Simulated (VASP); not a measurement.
Set up this calculation in VASP 6.6.1, as the native input.

| Property | Result |
| --- | --- |
| Task | single point |
| Functional | PBE |
| Potentials or basis | VASP PAW PBE potentials, release 64 (Mo_sv) |
| Cutoff | 500 eV |
| k mesh | 10 × 10 × 10 |
| Occupations | methfessel-paxton, width 0.02 eV |
| Spin | no spin polarisation |
| Dipole correction | no |
| Further INCAR settings | ALGO = Normal; EDIFF = 1e-06; NBANDS = 13 |

The structure of Mo lies in POSCAR:

```
Mo
1.0
   -1.5593028945      1.5593028945      1.5593028945
    1.5593028945     -1.5593028945      1.5593028945
    1.5593028945      1.5593028945     -1.5593028945
Mo
1
Direct
    0.0000000000      0.0000000000      0.0000000000
```

These files were run (other wordings do the same):

INCAR

```
  ALGO = Normal
  EDIFF = 1E-6
  ENCUT = 500
  GGA = PE
  GGA_COMPAT = False
  ISIF = 2
  ISMEAR = 1
  LASPH = True
  LCHARG = False
  LREAL = False
  LWAVE = False
  NBANDS = 13
  NELM = 120
  PREC = Accurate
  SIGMA = 0.02
```

KPOINTS

```
k-points
0
Gamma
  10 10 10
```

Potentials or basis: VASP PAW PBE potentials, release 64 (Mo_sv).

Launch:

```sh
$ cat potpaw_PBE.64/Mo_sv/POTCAR > POTCAR
$ mpirun -np 1 vasp_std > vasp.out
```

Results of the run:

| Property | Result |
| --- | --- |
| Pressure | 11.3 GPa |
| Band gap on the k mesh | zero (band 7 reaches 17.26 eV, above the bottom of band 8 at 11.68 eV) |

It took 8.6 s on 1 thread of AMD EPYC 7R13, on a shared host, peak memory 0.1 GiB.
